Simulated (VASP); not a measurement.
# SnSe2 (P-1) in VASP: single point with PBE+D3(BJ)

Aim: the single point of SnSe2 with PBE+D3(BJ).

Everything below comes from runs of VASP 6.6.1. Logs are shortened: lines on timing, memory, paths and dates and some standing lists are left out, and cuts for length are marked.

**1. The cell of the first run**

The typed cell holds 3 atoms: a = 3.811 Å, b = 3.811 Å, c = 6.137 Å, α = 90.00°, β = 90.00°, γ = 120.00°.

**2. Single point, PBE+D3(BJ) (atoms displaced along a vibrational mode)**

INCAR reads:

```
PREC     = Accurate       # precision mode
ENCUT    = 520            # plane-wave cutoff, eV
EDIFF    = 1E-6           # SCF threshold, eV
ISMEAR   = 0              # smearing method
SIGMA    = 0.05           # smearing width, eV
LREAL    = False          # projectors in reciprocal space
LASPH    = True           # aspherical terms in the spheres
NELM     = 60             # most SCF steps
ALGO     = Normal         # electronic algorithm
ISIF     = 2              # what is computed and relaxed
LWAVE    = False          # write WAVECAR
LCHARG   = False          # write CHGCAR
GGA      = PE             # functional
IVDW     = 12             # dispersion correction
NBANDS   = 20             # bands
```

KPOINTS reads:

```
regular mesh
0
Gamma
  12 12 6
```

POSCAR reads:

```
SnSe2
1.0
    3.8109987816      0.0000000000      0.0000000000
   -1.9054993908      3.3004217586      0.0000000000
    0.0000000000      0.0000000000      6.1370000000
Sn Se
1 2
Direct
    0.0000000000      0.0000000000      0.0000000000
    0.3186999638      0.6559542967      0.2500000000
    0.6813000362      0.3440457033      0.7500000000
```

Potentials or basis: VASP PAW PBE potentials, release 64 (Sn_d, Se).

Run with:

```sh
> cat potpaw_PBE.64/Sn_d/POTCAR potpaw_PBE.64/Se/POTCAR > POTCAR
> mpirun -np 1 vasp_std > vasp.out
```

OUTCAR:

```text
PREC = Accurate
   ENCUT = 520
   EDIFF = 1E-6
   ISMEAR = 0
   LREAL = False
   LASPH = True
   NELM = 60
   ISIF = 2
   GGA = PE
   IVDW = 12
 IVDW          = 12

 ion  position               nearest neighbor table
   1  0.000  0.000  0.000-   2 2.65   3 2.65   3 2.67   2 2.67   3 2.72   2 2.72
   2  0.319  0.656  0.250-   1 2.65   1 2.67   1 2.72
   3  0.681  0.344  0.750-   1 2.65   1 2.67   1 2.72

  LATTYP: Found a hexagonal cell.
 ALAT       =     3.8109987816
 C/A-ratio  =     1.6103390087

  Lattice vectors:

 A1 = (   3.8109987816,   0.0000000000,   0.0000000000)
 A2 = (  -1.9054993908,   3.3004217586,   0.0000000000)
 A3 = (   0.0000000000,   0.0000000000,   6.1370000000)

Analysis of symmetry for initial positions (statically):
=====================================================================
 Subroutine PRICEL returns:
 Original cell was already a primitive cell.

 Routine SETGRP: Setting up the symmetry group for a
 hexagonal supercell.

 Subroutine GETGRP returns: Found  2 space group operations
 (whereof  2 operations were pure point group operations)
 out of a pool of 24 trial point group operations.

The static configuration has the point symmetry S_2 .

Analysis of symmetry for dynamics (positions and initial velocities):
=====================================================================
 Subroutine PRICEL returns:
 Original cell was already a primitive cell.

 Routine SETGRP: Setting up the symmetry group for a
 hexagonal supercell.

 Subroutine GETGRP returns: Found  2 space group operations
 (whereof  2 operations were pure point group operations)
 out of a pool of 24 trial point group operations.

The dynamic configuration has the point symmetry S_2 .

 Subroutine INISYM returns: Found  2 space group operations
 (whereof  2 operations are pure point group operations),
 and found     1 'primitive' translations

----------------------------------------------------------------------------------------

                                     Primitive cell

  volume of cell :      77.1906

  direct lattice vectors                    reciprocal lattice vectors
     3.810998782  0.000000000  0.000000000     0.262398405  0.151495789  0.000000000
    -1.905499391  3.300421759  0.000000000     0.000000000  0.302991579  0.000000000
     0.000000000  0.000000000  6.137000000     0.000000000  0.000000000  0.162946065

  length of vectors
     3.810998782  3.810998782  6.137000000     0.302991579  0.302991579  0.162946065

  position of ions in fractional coordinates (direct lattice)
     0.000000000  0.000000000  0.000000000
     0.318699964  0.655954297  0.250000000
     0.681300036  0.344045703  0.750000000

  ion indices of the primitive-cell ions
   primitive index   ion index
                 1           1
                 2           2
                 3           3

----------------------------------------------------------------------------------------

 KPOINTS: regular mesh

Automatic generation of k-mesh.
 Grid dimensions read from file:
 generate k-points for:   12   12    6

 Generating k-lattice:

  Cartesian coordinates                     Fractional coordinates (reciprocal lattice)
     0.021866534  0.012624649  0.000000000     0.083333333 -0.000000000  0.000000000
     0.000000000  0.025249298  0.000000000     0.000000000  0.083333333  0.000000000
     0.000000000  0.000000000  0.027157677     0.000000000  0.000000000  0.166666667

  Length of vectors
     0.025249298  0.025249298  0.027157677

  Shift w.r.t. Gamma in fractional coordinates (k-lattice)
     0.000000000  0.000000000  0.000000000

 Subroutine IBZKPT returns following result:
 ===========================================

 Found    436 irreducible k-points:

 Following reciprocal coordinates:
            Coordinates               Weight
  0.000000  0.000000  0.000000      1.000000
  0.083333  0.000000  0.000000      2.000000
  0.000000  0.083333  0.000000      2.000000
 -0.083333  0.083333  0.000000      2.000000
  0.166667  0.000000  0.000000      2.000000
  0.000000  0.166667  0.000000      2.000000
[... 16 lines left out ...]
  0.166667  0.083333  0.000000      2.000000
 -0.083333  0.250000  0.000000      2.000000
 [... further k-points ...]
   k-points           NKPTS =    436   k-points in BZ     NKDIM =    436   number of bands    NBANDS=     20
   number of dos      NEDOS =    301   number of ions     NIONS =      3
   total plane-waves  NPLWV =  37632
   dimension x,y,z NGX =    28 NGY =   28 NGZ =   48
   dimension x,y,z NGXF=    56 NGYF=   56 NGZF=   96
   ions per type =               1   2
   NGX,Y,Z   is equivalent  to a cutoff of  12.21, 12.21, 13.00 a.u.
   NGXF,Y,Z  is equivalent  to a cutoff of  24.43, 24.43, 26.01 a.u.
 SYSTEM =  unknown system
   PREC   = accura    normal or accurate (medium, high low for compatibility)
   ISTART =      0    job   : 0-new  1-cont  2-samecut
   ICHARG =      2    charge: 1-file 2-atom 10-const
   ISPIN  =      1    spin polarized calculation?
   LNONCOLLINEAR =      F non collinear calculations
   LSORBIT =      F    spin-orbit coupling
   LASPH  =      T    aspherical Exc in radial PAW
   ENCUT  =  520.0 eV  38.22 Ry    6.18 a.u.   7.09  7.09 11.41*2*pi/ulx,y,z
   NELM   =     60;   NELMIN=  2; NELMDL= -5     # of ELM steps
   EDIFF  = 0.1E-05   stopping-criterion for ELM
   LREAL  =      F    real-space projection
   EDIFFG = 0.1E-04   stopping-criterion for IOM
   NSW    =      0    number of steps for IOM
   IBRION =     -1    ionic relax: 0-MD 1-quasi-New 2-CG
   NFREE  =      0    steps in history (QN), initial steepest desc. (CG)
   ISIF   =      2    stress and relaxation
   ISYM   =      2    0-nonsym 1-usesym 2-fastsym
   POTIM  = 0.5000    time-step for ionic-motion
   TEBEG  =    0.0;   TEEND  =   0.0 temperature during run
   PSTRESS=    0.0 pullay stress
   NELECT =      26.0000    total number of electrons
   NUPDOWN=      -1.0000    fix difference up-down
   EMIN   =  10.00;   EMAX   =-10.00  energy-range for DOS
   EFERMI =   0.00;   METHOD = LEGACY
   ISMEAR =     0;   SIGMA  =   0.05  broadening in eV -4-tet -1-fermi 0-gaus
   EFERMI_NEDOS =   21; number of points for ismear=-14 and -15
   IALGO  =     38    algorithm
   IMIX   =      4    mixing-type and parameters
     AMIX     =   0.40;   BMIX     =  1.00
     AMIX_MAG =   1.60;   BMIX_MAG =  1.00
  volume/ion in A,a.u.               =      25.73       173.64
  Fermi-wavevector in a.u.,A,eV,Ry     =   1.139054  2.152501 17.652812  1.297445
  Thomas-Fermi vector in A             =   2.275758
   LORBIT       =      0    0 simple, 1 ext, 2 COOP (PROOUT), +10 PAW based schemes
   GGA     = PE    functional components
   LHFCALC =     F    Hartree Fock is set to
   AEXX    =    0.0000 exact exchange contribution
   IVDW    =    12    specifies the selected vdW correction
   LEPSILON=     F    determine dielectric tensor
   LRPA    =     F    only Hartree local field effects (RPA)
 non-spin polarized calculation
 Gauss-broadening in eV      SIGMA  =   0.05
  energy-cutoff  :      520.00
  volume of cell :       77.19
 maximum number of plane-waves:      2109
   NGX = 15   NGY = 15   NGZ = 23

 number of electron      26.0000005 magnetization

 Free energy of the ion-electron system (eV)
  ---------------------------------------------------
  ext. energy  EPLUGINS =         0.00000000
  ---------------------------------------------------
  free energy    TOTEN  =       -11.74556357 eV

  energy without entropy =      -11.74556357  energy(sigma->0) =      -11.74556357

 E-fermi :   4.4310     XC(G=0):  -9.4593

 val. band max:        4.2230200316   @ k =  -0.0833   0.1667   0.0000
 cond. band min:       4.8429086450   @ k =  -0.4167   0.0000   0.3333
 fundamental gap:      0.6198886134
 Fermi energy:         4.4310085052

 k-point     1 :       0.0000    0.0000    0.0000
  band No.  band energies     occupation
      1     -17.0978      2.00000
      2     -17.0957      2.00000
      3     -17.0574      2.00000
      4     -17.0426      2.00000
      5     -17.0422      2.00000
      6      -9.8131      2.00000
[... 12 lines left out ...]
     19      13.0327      0.00000
     20      13.2298      0.00000

 k-point     2 :       0.0833    0.0000    0.0000
  band No.  band energies     occupation
      1     -17.0993      2.00000
      2     -17.0949      2.00000
      3     -17.0555      2.00000
      4     -17.0440      2.00000
      5     -17.0421      2.00000
      6      -9.7433      2.00000
[... 12 lines left out ...]
     19      12.6610      0.00000
     20      13.1321      0.00000

 k-point     3 :       0.0000    0.0833    0.0000
  band No.  band energies     occupation
      1     -17.1014      2.00000
      2     -17.0932      2.00000
      3     -17.0557      2.00000
      4     -17.0438      2.00000
      5     -17.0418      2.00000
      6      -9.7434      2.00000
[... 12 lines left out ...]
     19      12.5229      0.00000
     20      13.2650      0.00000

 k-point     4 :      -0.0833    0.0833    0.0000
  band No.  band energies     occupation
      1     -17.1003      2.00000
      2     -17.0942      2.00000
      3     -17.0555      2.00000
      4     -17.0441      2.00000
      5     -17.0417      2.00000
      6      -9.7433      2.00000
[... 12 lines left out ...]
     19      12.5349      0.00000
     20      13.2362      0.00000

 k-point     5 :       0.1667    0.0000    0.0000
  band No.  band energies     occupation
      1     -17.1090      2.00000
      2     -17.0891      2.00000
      3     -17.0496      2.00000
      4     -17.0483      2.00000
      5     -17.0400      2.00000
      6      -9.5382      2.00000
[... 12 lines left out ...]
     19      12.5092      0.00000
     20      13.3507      0.00000
[... 353 lines left out ...]
      6      -9.6060      2.00000
[... 12 lines left out ...]
     19      12.3309      0.00000
     20      13.3833      0.00000

 k-point    22 :      -0.1667    0.0833    0.0000
  band No.  band energies     occupation
      1     -17.1049      2.00000
      2     -17.0919      2.00000
      3     -17.0521      2.00000
      4     -17.0460      2.00000
      5     -17.0411      2.00000
      6      -9.6058      2.00000
[... 12 lines left out ...]
     19      12.3843      0.00000
     20      13.5318      0.00000

 k-point    23 :       0.1667    0.0833    0.0000
  band No.  band energies     occupation
      1     -17.1170      2.00000
      2     -17.0864      2.00000
      3     -17.0507      2.00000
      4     -17.0462      2.00000
      5     -17.0359      2.00000
      6      -9.3400      2.00000
[... 12 lines left out ...]
     19      11.9068      0.00000
     20      13.6485      0.00000

 k-point    24 :      -0.0833    0.2500    0.0000
  band No.  band energies     occupation
      1     -17.1202      2.00000
      2     -17.0847      2.00000
      3     -17.0535      2.00000
      4     -17.0459      2.00000
      5     -17.0321      2.00000
      6      -9.3407      2.00000
[... 12 lines left out ...]
     19      11.8235      0.00000
     20      13.7196      0.00000

 [... further k-points ...]

------------------------ aborting loop because EDIFF is reached ----------------------------------------

 Edisp (eV)   -1.08278

 E8    (eV) :    -0.4736

  FORCE on cell =-STRESS in cart. coord.  units (eV):
  Direction    XX          YY          ZZ          XY          YZ          ZX
  --------------------------------------------------------------------------------------
  -------------------------------------------------------------------------------------
  Total       1.15466     1.37420     1.97042    -0.11312     0.44855     0.43202
  in kB      23.96617    28.52311    40.89820    -2.34785     9.31009     8.96710
  external pressure =       31.13 kB  Pullay stress =        0.00 kB

 VOLUME and BASIS-vectors are now :
 -----------------------------------------------------------------------------
  energy-cutoff  :      520.00
  volume of cell :       77.19
      direct lattice vectors                 reciprocal lattice vectors
     3.810998782  0.000000000  0.000000000     0.262398405  0.151495789  0.000000000
    -1.905499391  3.300421759  0.000000000     0.000000000  0.302991579  0.000000000
     0.000000000  0.000000000  6.137000000     0.000000000  0.000000000  0.162946065

 POSITION                                       TOTAL-FORCE (eV/Angst)
 -----------------------------------------------------------------------------------
      0.00000      0.00000      0.00000         0.000000      0.000000      0.000000
     -0.03536      2.16493      1.53425         0.171923      0.176241      0.764874
      1.94085      1.13550      4.60275        -0.171923     -0.176241     -0.764874
 -----------------------------------------------------------------------------------
    total drift:                               -0.000000     -0.000000     -0.000000

  FREE ENERGIE OF THE ION-ELECTRON SYSTEM (eV)
  ---------------------------------------------------
  free  energy   TOTEN  =       -12.8283386422 eV

  energy  without entropy=      -12.8283386422  energy(sigma->0) =      -12.82833864
```

It took 3.9 min on 1 thread of Intel Xeon 6975P-C (Granite Rapids), shared host; peak memory 0.71 GiB.

What came out:

- Free energy: -12.8283 eV
- Pressure: 3.1 GPa
- Largest force: 0.804 eV/Å
- Band gap on the k mesh: 0.62 eV (least direct gap 1.09 eV)
- Dispersion energy per atom: -0.361 eV

Forces in eV/Å, atoms in the order of the input:
```
Sn   0.000  0.000  0.000
Se   0.172  0.176  0.765
Se  -0.172 -0.176 -0.765
```

Stress tensor (GPa, compression positive):
```
 2.40 -0.23  0.90
-0.23  2.85  0.93
 0.90  0.93  4.09
```

Levels at points of the mesh, in eV from the valence-band top:
| k point | band 9 | band 10 | band 11 | band 12 | band 13 | band 14 | band 15 | band 16 | band 17 | band 18 |
| --- | --- | --- | --- | --- | --- | --- | --- | --- | --- | --- |
| (0.00, 0.00, 0.00) | -0.90 | -0.57 | -0.45 | -0.42 | -0.06 | 1.03 | 2.90 | 4.42 | 4.77 | 8.06 |
| (0.50, 0.00, 0.00) | -4.54 | -2.86 | -2.75 | -1.44 | -0.39 | 1.11 | 3.72 | 5.42 | 5.55 | 6.96 |
| (0.00, 0.50, 0.00) | -4.51 | -3.06 | -2.67 | -1.13 | -0.34 | 1.11 | 3.72 | 5.26 | 5.42 | 7.34 |
| (0.50, 0.50, 0.00) | -4.52 | -3.02 | -2.67 | -1.22 | -0.36 | 1.13 | 3.70 | 5.34 | 5.45 | 7.24 |
| (0.00, 0.00, 0.50) | -2.12 | -0.97 | -0.69 | -0.29 | -0.27 | 2.40 | 2.87 | 4.17 | 4.48 | 8.08 |
| (0.50, 0.00, 0.50) | -5.00 | -2.59 | -1.94 | -0.83 | -0.76 | 0.66 | 4.02 | 4.69 | 5.83 | 6.29 |
| (0.00, 0.50, 0.50) | -4.95 | -2.52 | -2.10 | -0.97 | -0.71 | 0.91 | 4.29 | 4.83 | 5.73 | 6.31 |
| (0.50, 0.50, 0.50) | -4.96 | -2.55 | -2.04 | -0.96 | -0.70 | 0.85 | 4.20 | 4.78 | 5.76 | 6.34 |

Caveat: the cell differs from its parent crystal (atoms displaced along a vibrational mode); the cell stands under pressure; spin-orbit coupling is left out, which moves the levels of the heavy elements.
